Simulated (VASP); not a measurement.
Set up this calculation in VASP 6.6.1, as the native input.

```
Task                   : single point
Functional             : PBE
Potentials or basis    : VASP PAW PBE potentials, release 64 (Li_sv, H)
Cutoff                 : 520 eV
k mesh                 : 6 × 6 × 6
Occupations            : gaussian, width 0.01 eV
Spin                   : no spin polarisation
Dipole correction      : no
Further INCAR settings : ALGO = Normal; EDIFF = 1e-06; NBANDS = 9
```

The structure of LiH lies in POSCAR:

```
LiH
1.0
    0.0000000000      2.0378659094      2.2486326808
    2.0378659094      0.0000000000      2.2486326808
    2.0378659094      2.0378659094      0.0000000000
Li H
1 1
Direct
    0.0000000000      0.0000000000      0.0000000000
    0.2500000000      0.2500000000      0.2500000000
```

This cell differs from its parent crystal: epitaxial xy strain -5.0%.

The input as run:

INCAR

```
ALGO     = Normal         # electronic algorithm
EDIFF    = 1E-6           # SCF threshold, eV
ENCUT    = 520            # plane-wave cutoff, eV
GGA      = PE             # functional
ISIF     = 2              # what is computed and relaxed
ISMEAR   = 0              # smearing method
LASPH    = T              # aspherical terms in the spheres
LCHARG   = F              # write CHGCAR
LREAL    = F              # projectors in reciprocal space
LWAVE    = F              # write WAVECAR
NBANDS   = 9              # bands
NELM     = 60             # most SCF steps
PREC     = Accurate       # precision mode
SIGMA    = 0.01           # smearing width, eV
```

KPOINTS

```
k-points
0
Gamma
  6 6 6
```

Potentials or basis: VASP PAW PBE potentials, release 64 (Li_sv, H).

Command:

```sh
$ cat potpaw_PBE.64/Li_sv/POTCAR potpaw_PBE.64/H/POTCAR > POTCAR
$ mpirun -np 1 vasp_std > vasp.out
```

It gave:

| Quantity | Value |
| --- | --- |
| Band gap on the k mesh | 4.14 eV (least direct gap 5.37 eV) |

Caveat: the k points lie up to 0.43 Å⁻¹ apart; the cell differs from its parent crystal (epitaxial xy strain -5.0%).

It took 9.4 s on 1 thread of Intel Xeon 8259CL, with other jobs on the host, peak memory 0.13 GiB.
